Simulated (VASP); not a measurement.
# P (Cmce) in VASP: single point with PBE+D3(BJ)

Aim: the single point of P with PBE+D3(BJ).

Everything below comes from runs of VASP 6.6.1. Logs are shortened: lines on timing, memory, paths and dates and some standing lists are left out, and cuts for length are marked.

### 1 The cell of the first run

The structure is orthorhombic, space group Cmce (No. 64). Conventional cell: a = 3.315 Å, b = 10.656 Å, c = 4.393 Å, α = 90.00°, β = 90.00°, γ = 90.00°. Within 2.9 Å of P (site symmetry m) lie 3 P at 2.23 to 2.26 Å.

### 2 Single point, PBE+D3(BJ) (19.40 Å³/atom)

File INCAR:

```
SYSTEM = P
PREC     = Accurate       ! precision mode
ENCUT    = 520            ! plane-wave cutoff, eV
EDIFF    = 1E-6           ! SCF threshold, eV
ISMEAR   = 0              ! smearing method
SIGMA    = 0.1            ! smearing width, eV
LREAL    = .False.        ! projectors in reciprocal space
LASPH    = .True.         ! aspherical terms in the spheres
NELM     = 80             ! most SCF steps
ALGO     = Normal         ! electronic algorithm
ISIF     = 2              ! what is computed and relaxed
LWAVE    = .False.        ! write WAVECAR
LCHARG   = .False.        ! write CHGCAR
GGA      = PE             ! functional
IVDW     = 12             ! dispersion correction
NBANDS   = 18             ! bands
```

File KPOINTS:

```
Automatic mesh
0
Gamma
  14 14 10
  0 0 0
```

File POSCAR:

```
P
1.0
    1.6576343644     -5.3279670990      0.0000000000
    1.6576343644      5.3279670990      0.0000000000
    0.0000000000      0.0000000000      4.3929545004
P
4
Direct
    0.8992253072      0.1007746928      0.0803555241
    0.6007746928      0.3992253072      0.5803555241
    0.1007746928      0.8992253072      0.9196444759
    0.3992253072      0.6007746928      0.4196444759
```

Potentials or basis: VASP PAW PBE potentials, release 64 (P).

Command:

```console
$ cat potpaw_PBE.64/P/POTCAR > POTCAR
$ mpirun -np 1 vasp_std > vasp.out
```

OUTCAR:

```text
SYSTEM = P
   PREC = Accurate
   ENCUT = 520
   EDIFF = 1E-6
   ISMEAR = 0
   LREAL = .False.
   LASPH = .True.
   NELM = 80
   ISIF = 2
   GGA = PE
   IVDW = 12
 IVDW          = 12

 ion  position               nearest neighbor table
   1  0.899  0.101  0.080-   4 2.23   4 2.23   3 2.26
   2  0.601  0.399  0.580-   3 2.23   3 2.23   4 2.26
   3  0.101  0.899  0.920-   2 2.23   2 2.23   1 2.26
   4  0.399  0.601  0.420-   1 2.23   1 2.23   2 2.26

  LATTYP: Found a base centered orthorhombic cell.
 ALAT       =     3.3152687288
 B/A-ratio  =     3.2141992308
 C/A-ratio  =     1.3250673957

  Lattice vectors:

 A1 = (   1.6576343644,  -5.3279670990,   0.0000000000)
 A2 = (   1.6576343644,   5.3279670990,   0.0000000000)
 A3 = (   0.0000000000,   0.0000000000,   4.3929545004)

Analysis of symmetry for initial positions (statically):
=====================================================================
 Subroutine PRICEL returns:
 Original cell was already a primitive cell.

 Routine SETGRP: Setting up the symmetry group for a
 base centered orthorhombic supercell.

 Subroutine GETGRP returns: Found  8 space group operations
 (whereof  4 operations were pure point group operations)
 out of a pool of  8 trial point group operations.

The static configuration has the point symmetry C_2h.
 The point group associated with its full space group is D_2h.

Analysis of symmetry for dynamics (positions and initial velocities):
=====================================================================
 Subroutine PRICEL returns:
 Original cell was already a primitive cell.

 Routine SETGRP: Setting up the symmetry group for a
 base centered orthorhombic supercell.

 Subroutine GETGRP returns: Found  8 space group operations
 (whereof  4 operations were pure point group operations)
 out of a pool of  8 trial point group operations.

The dynamic configuration has the point symmetry C_2h.
 The point group associated with its full space group is D_2h.

 Subroutine INISYM returns: Found  8 space group operations
 (whereof  4 operations are pure point group operations),
 and found     1 'primitive' translations

----------------------------------------------------------------------------------------

                                     Primitive cell

  volume of cell :      77.5956

  direct lattice vectors                    reciprocal lattice vectors
     1.657634364 -5.327967099  0.000000000     0.301634673 -0.093844423  0.000000000
     1.657634364  5.327967099  0.000000000     0.301634673  0.093844423  0.000000000
     0.000000000  0.000000000  4.392954500     0.000000000  0.000000000  0.227637231

  length of vectors
     5.579873215  5.579873215  4.392954500     0.315895951  0.315895951  0.227637231

  position of ions in fractional coordinates (direct lattice)
     0.899225307  0.100774693  0.080355524
     0.600774693  0.399225307  0.580355524
     0.100774693  0.899225307  0.919644476
     0.399225307  0.600774693  0.419644476

  ion indices of the primitive-cell ions
   primitive index   ion index
                 1           1
                 2           2
                 3           3
                 4           4

----------------------------------------------------------------------------------------

 KPOINTS: Automatic mesh

Automatic generation of k-mesh.
 Grid dimensions read from file:
 generate k-points for:   14   14   10

 Generating k-lattice:

  Cartesian coordinates                     Fractional coordinates (reciprocal lattice)
     0.021545334 -0.006703173  0.000000000     0.071428571 -0.000000000  0.000000000
     0.021545334  0.006703173  0.000000000    -0.000000000  0.071428571  0.000000000
     0.000000000  0.000000000  0.022763723     0.000000000  0.000000000  0.100000000

  Length of vectors
     0.022563997  0.022563997  0.022763723

  Shift w.r.t. Gamma in fractional coordinates (k-lattice)
     0.000000000  0.000000000  0.000000000

 Subroutine IBZKPT returns following result:
 ===========================================

 Found    342 irreducible k-points:

 Following reciprocal coordinates:
            Coordinates               Weight
  0.000000  0.000000  0.000000      1.000000
  0.071429  0.000000  0.000000      4.000000
  0.142857 -0.000000  0.000000      4.000000
  0.214286  0.000000  0.000000      4.000000
  0.285714 -0.000000  0.000000      4.000000
  0.357143 -0.000000  0.000000      4.000000
[... 16 lines left out ...]
  0.214286  0.142857  0.000000      4.000000
  0.285714  0.142857  0.000000      4.000000
 [... further k-points ...]
   k-points           NKPTS =    342   k-points in BZ     NKDIM =    342   number of bands    NBANDS=     18
   number of dos      NEDOS =    301   number of ions     NIONS =      4
   total plane-waves  NPLWV =  63504
   dimension x,y,z NGX =    42 NGY =   42 NGZ =   36
   dimension x,y,z NGXF=    84 NGYF=   84 NGZF=   72
   ions per type =               4
   NGX,Y,Z   is equivalent  to a cutoff of  12.51, 12.51, 13.62 a.u.
   NGXF,Y,Z  is equivalent  to a cutoff of  25.03, 25.03, 27.25 a.u.
 SYSTEM =  P
   PREC   = accura    normal or accurate (medium, high low for compatibility)
   ISTART =      0    job   : 0-new  1-cont  2-samecut
   ICHARG =      2    charge: 1-file 2-atom 10-const
   ISPIN  =      1    spin polarized calculation?
   LNONCOLLINEAR =      F non collinear calculations
   LSORBIT =      F    spin-orbit coupling
   LASPH  =      T    aspherical Exc in radial PAW
   ENCUT  =  520.0 eV  38.22 Ry    6.18 a.u.  10.37 10.37  8.17*2*pi/ulx,y,z
   NELM   =     80;   NELMIN=  2; NELMDL= -5     # of ELM steps
   EDIFF  = 0.1E-05   stopping-criterion for ELM
   LREAL  =      F    real-space projection
   EDIFFG = 0.1E-04   stopping-criterion for IOM
   NSW    =      0    number of steps for IOM
   IBRION =     -1    ionic relax: 0-MD 1-quasi-New 2-CG
   NFREE  =      0    steps in history (QN), initial steepest desc. (CG)
   ISIF   =      2    stress and relaxation
   ISYM   =      2    0-nonsym 1-usesym 2-fastsym
   POTIM  = 0.5000    time-step for ionic-motion
   TEBEG  =    0.0;   TEEND  =   0.0 temperature during run
   PSTRESS=    0.0 pullay stress
   NELECT =      20.0000    total number of electrons
   NUPDOWN=      -1.0000    fix difference up-down
   EMIN   =  10.00;   EMAX   =-10.00  energy-range for DOS
   EFERMI =   0.00;   METHOD = LEGACY
   ISMEAR =     0;   SIGMA  =   0.10  broadening in eV -4-tet -1-fermi 0-gaus
   EFERMI_NEDOS =   21; number of points for ismear=-14 and -15
   IALGO  =     38    algorithm
   IMIX   =      4    mixing-type and parameters
     AMIX     =   0.40;   BMIX     =  1.00
     AMIX_MAG =   1.60;   BMIX_MAG =  1.00
  volume/ion in A,a.u.               =      19.40       130.91
  Fermi-wavevector in a.u.,A,eV,Ry     =   1.041852  1.968814 14.768507  1.085455
  Thomas-Fermi vector in A             =   2.176491
   LORBIT       =      0    0 simple, 1 ext, 2 COOP (PROOUT), +10 PAW based schemes
   GGA     = PE    functional components
   LHFCALC =     F    Hartree Fock is set to
   AEXX    =    0.0000 exact exchange contribution
   IVDW    =    12    specifies the selected vdW correction
   LEPSILON=     F    determine dielectric tensor
   LRPA    =     F    only Hartree local field effects (RPA)
 non-spin polarized calculation
 Gauss-broadening in eV      SIGMA  =   0.10
  energy-cutoff  :      520.00
  volume of cell :       77.60
 maximum number of plane-waves:      2128
 NGX is ok and might be reduce to    42
   NGX = 21   NGY = 21   NGZ = 17

 number of electron      19.9999999 magnetization

 Free energy of the ion-electron system (eV)
  ---------------------------------------------------
  ext. energy  EPLUGINS =         0.00000000
  ---------------------------------------------------
  free energy    TOTEN  =       -21.48253616 eV

  energy without entropy =      -21.48209394  energy(sigma->0) =      -21.48231505

 E-fermi :   6.4336     XC(G=0):  -9.7516

 val. band max:        6.3712430357   @ k =   0.5000   0.4286   0.0000
 cond. band min:       6.4528764127   @ k =  -0.4286   0.4286   0.0000
 fundamental gap:      0.0816333771
 Fermi energy:         6.4335874325

 k-point     1 :       0.0000    0.0000    0.0000
  band No.  band energies     occupation
      1      -9.3475      2.00000
      2      -6.4176      2.00000
      3      -3.0997      2.00000
      4      -0.4870      2.00000
      5       1.4717      2.00000
      6       1.6229      2.00000
[... 10 lines left out ...]
     17      13.4867      0.00000
     18      13.6419      0.00000

 k-point     2 :       0.0714    0.0000    0.0000
  band No.  band energies     occupation
      1      -9.2846      2.00000
      2      -6.3614      2.00000
      3      -3.1332      2.00000
      4      -0.4268      2.00000
      5       1.4770      2.00000
      6       1.5241      2.00000
[... 10 lines left out ...]
     17      13.1091      0.00000
     18      13.3878      0.00000

 k-point     3 :       0.1429   -0.0000    0.0000
  band No.  band energies     occupation
      1      -9.0963      2.00000
      2      -6.1928      2.00000
      3      -3.2652      2.00000
      4      -0.2488      2.00000
      5       0.9516      2.00000
      6       1.4297      2.00000
[... 10 lines left out ...]
     17      11.9025      0.00000
     18      13.2846      0.00000

 k-point     4 :       0.2143    0.0000    0.0000
  band No.  band energies     occupation
      1      -8.7848      2.00000
      2      -5.9114      2.00000
      3      -3.5752      2.00000
      4       0.0376      2.00000
      5       0.0828      2.00000
      6       0.8735      2.00000
[... 375 lines left out ...]
      4      -0.9670      2.00000
      5       0.2923      2.00000
      6       0.6139      2.00000
[... 10 lines left out ...]
     17      12.7531      0.00000
     18      13.4636      0.00000

 k-point    23 :       0.2143    0.1429    0.0000
  band No.  band energies     occupation
      1      -7.8572      2.00000
      2      -4.8773      2.00000
      3      -4.8077      2.00000
      4      -2.0089      2.00000
      5       0.6590      2.00000
      6       0.6708      2.00000
[... 10 lines left out ...]
     17      12.7479      0.00000
     18      14.2614      0.00000

 k-point    24 :       0.2857    0.1429    0.0000
  band No.  band energies     occupation
      1      -7.2207      2.00000
      2      -5.5862      2.00000
      3      -4.2276      2.00000
      4      -2.9768      2.00000
      5       0.9224      2.00000
      6       0.9717      2.00000
[... 10 lines left out ...]
     17      12.6429      0.00000
     18      13.7591      0.00000

 [... further k-points ...]

------------------------ aborting loop because EDIFF is reached ----------------------------------------

 Edisp (eV)   -1.43959

 E8    (eV) :    -0.5453

  FORCE on cell =-STRESS in cart. coord.  units (eV):
  Direction    XX          YY          ZZ          XY          YZ          ZX
  --------------------------------------------------------------------------------------
  -------------------------------------------------------------------------------------
  Total      -1.08324    -1.11021    -1.09049     0.00000     0.00000     0.00000
  in kB     -22.36656   -22.92346   -22.51620     0.00000     0.00000     0.00000
  external pressure =      -22.60 kB  Pullay stress =        0.00 kB

 VOLUME and BASIS-vectors are now :
 -----------------------------------------------------------------------------
  energy-cutoff  :      520.00
  volume of cell :       77.60
      direct lattice vectors                 reciprocal lattice vectors
     1.657634364 -5.327967099  0.000000000     0.301634673 -0.093844423  0.000000000
     1.657634364  5.327967099  0.000000000     0.301634673  0.093844423  0.000000000
     0.000000000  0.000000000  4.392954500     0.000000000  0.000000000  0.227637231

 POSITION                                       TOTAL-FORCE (eV/Angst)
 -----------------------------------------------------------------------------------
      1.65763     -4.25412      0.35300         0.000000     -0.040977      0.037893
      1.65763     -1.07385      2.54948         0.000000      0.040977      0.037893
      1.65763      4.25412      4.03996         0.000000      0.040977     -0.037893
      1.65763      1.07385      1.84348         0.000000     -0.040977     -0.037893
 -----------------------------------------------------------------------------------
    total drift:                               -0.000000     -0.000000     -0.000000

  FREE ENERGIE OF THE ION-ELECTRON SYSTEM (eV)
  ---------------------------------------------------
  free  energy   TOTEN  =       -22.9221232004 eV

  energy  without entropy=      -22.9216809742  energy(sigma->0) =      -22.92190209
```

Run time: 15 min. Hardware: 1 thread of Oxide Virtual Turin-like, shared host; peak memory 0.44 GiB.

Results:

```
Free energy                : -22.9221 eV
Pressure                   : -2.3 GPa
Largest force              : 0.056 eV/Å
Dispersion energy per atom : -0.360 eV
```

Forces in eV/Å, atoms in the order of the input:
```
P    0.000 -0.041  0.038
P    0.000  0.041  0.038
P    0.000  0.041 -0.038
P    0.000 -0.041 -0.038
```
